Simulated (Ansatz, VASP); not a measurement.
## One calculation of Rh, two programs

```
CELL_PARAMETERS angstrom
0.00000 1.91521 1.91521
1.91521 0.00000 1.91521
1.91521 1.91521 0.00000
ATOMIC_POSITIONS crystal
Rh 0.00000 0.00000 0.00000
```

Alike in both runs: functional PBE; k mesh 19 × 19 × 19; occupations fermi-dirac, width 0.05 eV; no spin polarisation.

Ansatz relaxed the structure, and its values are those at the end. VASP's run is a single point on that final structure, the one shown.

|  | VASP | Ansatz |
| --- | --- | --- |
| version | VASP 6.6.1 | Ansatz 0.2.0 |
| potentials or method | VASP PAW PBE potentials, release 64 (Rh_pv) | PAW with Ansatz's default frozen-core files, scalar-relativistic |
| plane-wave cutoff (eV) | 520 | 420 |
| valence electrons in the cell | 15 | 17 |

```tsv
	VASP	Ansatz	Ansatz less VASP
pressure (GPa)	0.0	0.0	-0.03
```

VASP's potentials hold 15 valence electrons a cell and Ansatz's 17, so a difference there can come from the potentials and not from the codes.
